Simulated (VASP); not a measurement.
Write the native input for VASP 6.6.1 that does the following.

| Property | Result |
| --- | --- |
| Task | single point |
| Functional | PBE |
| Potentials or basis | VASP PAW PBE potentials, release 64 (Ba_sv, Ti_sv, S, O_h) |
| Cutoff | 1000 eV |
| k mesh | 3 × 3 × 3 |
| Occupations | fermi-dirac, width 0.01 eV |
| Spin | no spin polarisation |
| Dipole correction | no |
| Further INCAR settings | LREAL = Auto; ALGO = Normal; EDIFF = 1e-06; NBANDS = 96 |

The structure of Ba4Ti4SO11 (a cell with a defect) lies in POSCAR:

```
Ba4Ti4SO11
1.0
   -4.0060000000      4.0060000000      4.0060000000
    4.0060000000     -4.0060000000      4.0060000000
    4.0060000000      4.0060000000     -4.0060000000
Ba Ti S O
4 4 1 11
Direct
    0.5065045304      0.5032522652      0.5032522652
    0.0000000000     -0.0032522652      0.5032522652
    0.0000000000      0.5032522652     -0.0032522652
    0.4934954696     -0.0032522652     -0.0032522652
    0.0000000000     -0.0213707283     -0.0213707283
    0.5000000000      0.5000000000      0.0000000000
    0.5000000000      0.0000000000      0.5000000000
    0.0000000000      0.5213707283      0.5213707283
    0.0000000000      0.2500000000      0.2500000000
    0.5000000000      0.7500000000      0.2500000000
    0.5000000000      0.2500000000      0.7500000000
    0.0000000000      0.7500000000      0.7500000000
    0.2509854832     -0.0112672677      0.2397182155
    0.7490145168      0.5112672677      0.2602817845
    0.7490145168     -0.0112672677      0.7377472491
    0.2509854832      0.5112672677      0.7622527509
    0.2509854832      0.2397182155     -0.0112672677
    0.7490145168      0.7377472491     -0.0112672677
    0.7490145168      0.2602817845      0.5112672677
    0.2509854832      0.7622527509      0.5112672677
```

One way to write it, as run:

INCAR

```
PREC = Accurate
ENCUT = 1000
EDIFF = 1E-6
ISMEAR = -1
SIGMA = 0.01
LREAL = Auto
LASPH = True
NELM = 120
ALGO = Normal
ISIF = 2
LWAVE = False
LCHARG = False
GGA = PE
NBANDS = 96
GGA_COMPAT = False
```

KPOINTS

```
Automatic mesh
0
Gamma
  3 3 3
```

Potentials or basis: VASP PAW PBE potentials, release 64 (Ba_sv, Ti_sv, S, O_h).

Run with:

```bash
$ cat potpaw_PBE.64/Ba_sv/POTCAR potpaw_PBE.64/Ti_sv/POTCAR potpaw_PBE.64/S/POTCAR potpaw_PBE.64/O_h/POTCAR > POTCAR
$ mpirun -np 1 vasp_std > vasp.out
```

It gave:

```
Pressure               : 13.8 GPa
Largest force          : 0.043 eV/Å
Band gap on the k mesh : 1.15 eV
```

Caveat: spin-orbit coupling is left out, which moves the levels of the heavy elements.

It took 13 min on 1 thread of Intel(R) Xeon(R) Platinum 8559C (Emerald Rapids), with other jobs on the host, peak memory 0.9 GiB.
